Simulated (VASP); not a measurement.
# Zn (P6_3/mmc) in VASP: notebook, part 2 of 2

VASP 6.6.1.

## (3) Single point, r2SCAN

The input, POSCAR:

```
Zn
1.0
    2.6187264646      0.0000000000      0.0000000000
   -1.3093632323      2.2678836439      0.0000000000
    0.0000000000      0.0000000000      4.8388970683
Zn
2
Direct
    0.3333333333      0.6666666667      0.2500000000
    0.6666666667      0.3333333333      0.7500000000
```

The input, INCAR.step1:

```
PREC = Accurate ; ENCUT = 520
ISMEAR = -1 ; SIGMA = 0.1
LREAL = F ; LASPH = T
NELM = 80 ; NBANDS = 19
GGA = PE ; ALGO = Normal
EDIFF = 1E-4 ; LWAVE = T
LCHARG = F
```

The input, INCAR.step2:

```
PREC = Accurate ; ENCUT = 520
EDIFF = 1E-6 ; ISMEAR = -1
SIGMA = 0.1 ; LREAL = F
LASPH = T ; NELM = 80
ALGO = Normal ; ISIF = 2
LWAVE = F ; LCHARG = F
METAGGA = R2SCAN ; LMIXTAU = T
NBANDS = 19 ; ISTART = 1
```

The input, KPOINTS:

```
Automatic mesh
0
Gamma
  4 4 2
```

Potentials or basis: VASP PAW PBE potentials, release 64 (Zn).

Run with:

```console
> cat potpaw_PBE.64/Zn/POTCAR > POTCAR
> cp INCAR.step1 INCAR
> mpirun -np 1 vasp_std > vasp.out
> cp INCAR.step2 INCAR
> mpirun -np 1 vasp_std > vasp.out
```

OUTCAR:

```text
PREC = Accurate
   ENCUT = 520
   EDIFF = 1E-6
   ISMEAR = -1
   LREAL = F
   LASPH = T
   NELM = 80
   ISIF = 2
   METAGGA = R2SCAN
   ISTART = 1

 ion  position               nearest neighbor table
   1  0.333  0.667  0.250-   2 2.85   2 2.85   2 2.85   2 2.85   2 2.85   2 2.85
   2  0.667  0.333  0.750-   1 2.85   1 2.85   1 2.85   1 2.85   1 2.85   1 2.85

  LATTYP: Found a hexagonal cell.
 ALAT       =     2.6187264646
 C/A-ratio  =     1.8478054633

  Lattice vectors:

 A1 = (   2.6187264646,   0.0000000000,   0.0000000000)
 A2 = (  -1.3093632323,   2.2678836439,   0.0000000000)
 A3 = (   0.0000000000,   0.0000000000,   4.8388970683)

Analysis of symmetry for initial positions (statically):
=====================================================================
 Subroutine PRICEL returns:
 Original cell was already a primitive cell.

 Routine SETGRP: Setting up the symmetry group for a
 hexagonal supercell.

 Subroutine GETGRP returns: Found 24 space group operations
 (whereof 12 operations were pure point group operations)
 out of a pool of 24 trial point group operations.

The static configuration has the point symmetry D_3d.
 The point group associated with its full space group is D_6h.

Analysis of symmetry for dynamics (positions and initial velocities):
=====================================================================
 Subroutine PRICEL returns:
 Original cell was already a primitive cell.

 Routine SETGRP: Setting up the symmetry group for a
 hexagonal supercell.

 Subroutine GETGRP returns: Found 24 space group operations
 (whereof 12 operations were pure point group operations)
 out of a pool of 24 trial point group operations.

The dynamic configuration has the point symmetry D_3d.
 The point group associated with its full space group is D_6h.

 Subroutine INISYM returns: Found 24 space group operations
 (whereof 12 operations are pure point group operations),
 and found     1 'primitive' translations

----------------------------------------------------------------------------------------

                                     Primitive cell

  volume of cell :      28.7380

  direct lattice vectors                    reciprocal lattice vectors
     2.618726465  0.000000000  0.000000000     0.381865007  0.220469865  0.000000000
    -1.309363232  2.267883644  0.000000000     0.000000000  0.440939729  0.000000000
     0.000000000  0.000000000  4.838897068     0.000000000  0.000000000  0.206658663

  length of vectors
     2.618726465  2.618726465  4.838897068     0.440939729  0.440939729  0.206658663

  position of ions in fractional coordinates (direct lattice)
     0.333333333  0.666666667  0.250000000
     0.666666667  0.333333333  0.750000000

  ion indices of the primitive-cell ions
   primitive index   ion index
                 1           1
                 2           2

----------------------------------------------------------------------------------------

 KPOINTS: Automatic mesh

Automatic generation of k-mesh.
 Grid dimensions read from file:
 generate k-points for:    4    4    2

 Generating k-lattice:

  Cartesian coordinates                     Fractional coordinates (reciprocal lattice)
     0.095466252  0.055117466  0.000000000     0.250000000 -0.000000000  0.000000000
     0.000000000  0.110234932  0.000000000     0.000000000  0.250000000  0.000000000
     0.000000000  0.000000000  0.103329332     0.000000000  0.000000000  0.500000000

  Length of vectors
     0.110234932  0.110234932  0.103329332

  Shift w.r.t. Gamma in fractional coordinates (k-lattice)
     0.000000000  0.000000000  0.000000000

 Subroutine IBZKPT returns following result:
 ===========================================

 Found      8 irreducible k-points:

 Following reciprocal coordinates:
            Coordinates               Weight
  0.000000  0.000000  0.000000      1.000000
  0.250000  0.000000  0.000000      6.000000
  0.500000  0.000000  0.000000      3.000000
  0.250000  0.250000  0.000000      6.000000
  0.000000  0.000000  0.500000      1.000000
  0.250000  0.000000  0.500000      6.000000
  0.500000  0.000000  0.500000      3.000000
  0.250000  0.250000  0.500000      6.000000
   k-points           NKPTS =      8   k-points in BZ     NKDIM =      8   number of bands    NBANDS=     19
   number of dos      NEDOS =    301   number of ions     NIONS =      2
   total plane-waves  NPLWV =  14400
   dimension x,y,z NGX =    20 NGY =   20 NGZ =   36
   dimension x,y,z NGXF=    40 NGYF=   40 NGZF=   72
   ions per type =               2
   NGX,Y,Z   is equivalent  to a cutoff of  12.70, 12.70, 12.37 a.u.
   NGXF,Y,Z  is equivalent  to a cutoff of  25.39, 25.39, 24.74 a.u.
 SYSTEM =  unknown system
   PREC   = accura    normal or accurate (medium, high low for compatibility)
   ISTART =      1    job   : 0-new  1-cont  2-samecut
   ICHARG =      0    charge: 1-file 2-atom 10-const
   ISPIN  =      1    spin polarized calculation?
   LNONCOLLINEAR =      F non collinear calculations
   LSORBIT =      F    spin-orbit coupling
   LASPH  =      T    aspherical Exc in radial PAW
   ENCUT  =  520.0 eV  38.22 Ry    6.18 a.u.   4.87  4.87  9.00*2*pi/ulx,y,z
   NELM   =     80;   NELMIN=  2; NELMDL=  0     # of ELM steps
   EDIFF  = 0.1E-05   stopping-criterion for ELM
   LREAL  =      F    real-space projection
   EDIFFG = 0.1E-04   stopping-criterion for IOM
   NSW    =      0    number of steps for IOM
   IBRION =     -1    ionic relax: 0-MD 1-quasi-New 2-CG
   NFREE  =      0    steps in history (QN), initial steepest desc. (CG)
   ISIF   =      2    stress and relaxation
   ISYM   =      2    0-nonsym 1-usesym 2-fastsym
   POTIM  = 0.5000    time-step for ionic-motion
   TEBEG  =    0.0;   TEEND  =   0.0 temperature during run
   PSTRESS=    0.0 pullay stress
   NELECT =      24.0000    total number of electrons
   NUPDOWN=      -1.0000    fix difference up-down
   EMIN   =  10.00;   EMAX   =-10.00  energy-range for DOS
   EFERMI =   0.00;   METHOD = LEGACY
   ISMEAR =    -1;   SIGMA  =   0.10  broadening in eV -4-tet -1-fermi 0-gaus
   EFERMI_NEDOS =   21; number of points for ismear=-14 and -15
   IALGO  =     38    algorithm
   IMIX   =      4    mixing-type and parameters
     AMIX     =   0.40;   BMIX     =  1.00
     AMIX_MAG =   1.60;   BMIX_MAG =  1.00
  volume/ion in A,a.u.               =      14.37        96.97
  Fermi-wavevector in a.u.,A,eV,Ry     =   1.541675  2.913343 32.337805  2.376762
  Thomas-Fermi vector in A             =   2.647587
   LORBIT       =      0    0 simple, 1 ext, 2 COOP (PROOUT), +10 PAW based schemes
   METAGGA = R2SCAN    functional components
   LHFCALC =     F    Hartree Fock is set to
   AEXX    =    0.0000 exact exchange contribution
   IVDW    =     0    specifies the selected vdW correction
   LEPSILON=     F    determine dielectric tensor
   LRPA    =     F    only Hartree local field effects (RPA)
 non-spin polarized calculation
  energy-cutoff  :      520.00
  volume of cell :       28.74
 maximum number of plane-waves:       796
 NGX is ok and might be reduce to    20
   NGX =  9   NGY =  9   NGZ = 17

 number of electron      24.0000039 magnetization

 Free energy of the ion-electron system (eV)
  ---------------------------------------------------
  ext. energy  EPLUGINS =         0.00000000
  ---------------------------------------------------
  free energy    TOTEN  =       -18.11348601 eV

  energy without entropy =      -18.09602536  energy(sigma->0) =      -18.10475569

 E-fermi :   2.1760     XC(G=0): -12.9965

 val. band max:        2.0130539727   @ k =   0.2500   0.0000   0.0000
 cond. band min:       3.7446261013   @ k =   0.5000   0.0000   0.5000
 fundamental gap:      1.7315721286
 Fermi energy:         2.1760297641

 k-point     1 :       0.0000    0.0000    0.0000
  band No.  band energies     occupation
      1      -7.9623      2.00000
      2      -5.8389      2.00000
      3      -5.0043      2.00000
      4      -4.7686      2.00000
      5      -4.7684      2.00000
      6      -4.7098      2.00000
[... 11 lines left out ...]
     18      24.0239      0.00000
     19      24.1221      0.00000
[... 133 lines left out ...]
 k-point     8 :       0.2500    0.2500    0.5000
  band No.  band energies     occupation
      1      -5.2134      2.00000
      2      -5.2134      2.00000
      3      -4.9919      2.00000
      4      -4.9919      2.00000
      5      -4.7106      2.00000
      6      -4.7106      2.00000
[... 11 lines left out ...]
     18      14.1488      0.00000
     19      21.6019      0.00000

------------------------ aborting loop because EDIFF is reached ----------------------------------------

  FORCE on cell =-STRESS in cart. coord.  units (eV):
  Direction    XX          YY          ZZ          XY          YZ          ZX
  --------------------------------------------------------------------------------------
  -------------------------------------------------------------------------------------
  Total       -0.6536815     -0.6536815      0.9261757      0.0000000      0.0000000      0.0000000
  in kB      -36.4434487    -36.4434487     51.6352953      0.0000000      0.0000000      0.0000000
  external PRESSURE =      -7.0838674 kB  Pullay stress =       0.0000000 kB

 VOLUME and BASIS-vectors are now :
 -----------------------------------------------------------------------------
  energy-cutoff  :      520.00
  volume of cell :       28.74
      direct lattice vectors                 reciprocal lattice vectors
     2.618726465  0.000000000  0.000000000     0.381865007  0.220469865  0.000000000
    -1.309363232  2.267883644  0.000000000     0.000000000  0.440939729  0.000000000
     0.000000000  0.000000000  4.838897068     0.000000000  0.000000000  0.206658663

 POSITION                                       TOTAL-FORCE (eV/Angst)
 -----------------------------------------------------------------------------------
     -0.00000      1.51192      1.20972        -0.000000      0.000000      0.000000
      1.30936      0.75596      3.62917         0.000000     -0.000000      0.000000
 -----------------------------------------------------------------------------------
    total drift:                                0.000000     -0.000000      0.000000

  FREE ENERGIE OF THE ION-ELECTRON SYSTEM (eV)
  ---------------------------------------------------
  free  energy   TOTEN  =       -18.1134860116 eV

  energy  without entropy=      -18.0960253621  energy(sigma->0) =      -18.10475569
```

Wall time 28 s (1 thread of Intel Xeon Platinum 8259CL at 2.50GHz (Skylake/Cascade Lake), shared host); peak memory 0.14 GiB.

What came out:

```yaml
Free_energy: -18.1135 eV
Pressure: -0.7 GPa
Band_gap_on_the_k_mesh: zero (band 12 reaches 4.80 eV, above the bottom of band 13 at 0.38 eV)
```

Stress tensor (GPa, compression positive):
```
-3.64  0.00  0.00
 0.00 -3.64  0.00
 0.00  0.00  5.16
```

Levels at points of the mesh, in eV from the Fermi level:
```tsv
k point	band 10	band 11	band 12	band 13	band 14	band 15
(0.00, 0.00, 0.00)	-6.27	-6.27	-2.88	-1.80	16.32	19.86
(0.50, 0.00, 0.00)	-6.07	-2.00	-1.09	4.22	5.03	6.04
(0.00, 0.00, 0.50)	-6.37	-6.37	-6.37	6.34	6.34	21.82
(0.50, 0.00, 0.50)	-6.08	-0.98	-0.98	1.57	1.57	12.45
```

Caveat: the k points lie up to 0.69 Å⁻¹ apart; the PAW data sets were made with another functional, which shifts forces and pressure a little.

## (4) Single point, r2SCAN

POSCAR is that of step 3.

The input, INCAR.step1:

```
  ALGO = Normal
  EDIFF = 1E-4
  ENCUT = 520
  GGA = PE
  ISMEAR = -1
  LASPH = True
  LCHARG = False
  LREAL = False
  LWAVE = True
  NBANDS = 19
  NELM = 60
  PREC = Accurate
  SIGMA = 0.1
```

The input, INCAR.step2:

```
  ALGO = Normal
  EDIFF = 1E-6
  ENCUT = 520
  ISIF = 2
  ISMEAR = -1
  ISTART = 1
  LASPH = True
  LCHARG = False
  LMIXTAU = True
  LREAL = False
  LWAVE = False
  METAGGA = R2SCAN
  NBANDS = 19
  NELM = 60
  PREC = Accurate
  SIGMA = 0.1
```

The input, KPOINTS:

```
k-points
0
Gamma
  5 5 3
```

Run with:

```console
> cat potpaw_PBE.64/Zn/POTCAR > POTCAR
> cp INCAR.step1 INCAR
> mpirun -np 1 vasp_std > vasp.out
> cp INCAR.step2 INCAR
> mpirun -np 1 vasp_std > vasp.out
```

Wall time 42 s (1 thread of Intel Xeon Platinum 8259CL at 2.50GHz (Skylake/Cascade Lake), shared host); peak memory 0.14 GiB.

Results (log left out):

| Property | Result |
| --- | --- |
| Free energy | -17.7885 eV |
| Pressure | 1.3 GPa |
| Band gap on the k mesh | zero (band 12 reaches 3.37 eV, above the bottom of band 13 at 0.38 eV) |

Stress tensor (GPa, compression positive):
```
 4.74  0.00  0.00
 0.00  4.74  0.00
 0.00  0.00 -5.56
```

Levels at points of the mesh, in eV from the Fermi level:
```
           k point  band 10  band 11  band 12  band 13  band 14  band 15
(0.00, 0.00, 0.00)    -7.24    -7.24    -3.84    -2.77    15.33    18.89
```

Caveat: the k points lie up to 0.55 Å⁻¹ apart; the PAW data sets were made with another functional, which shifts forces and pressure a little.

## (5) The runs side by side

| k mesh | gap on the mesh (eV) | pressure (GPa) |
| --- | --- | --- |
| 2 × 2 × 1 | none | 6.2 |
| 4 × 4 × 2 | none | -0.7 |
| 5 × 5 × 3 | none | 1.3 |

Alike in all rows: task single point; level r2SCAN; potentials or basis VASP PAW PBE potentials, release 64 (Zn); no spin polarisation; cell as given; cutoff (eV) 520; smearing fermi-dirac 0.1 eV.

Caveats: all runs use coarse meshes; the PAW data sets were made with another functional, which shifts forces and pressure a little.

Total energies depend on the potentials used, so only differences within one code and one set of settings carry meaning.
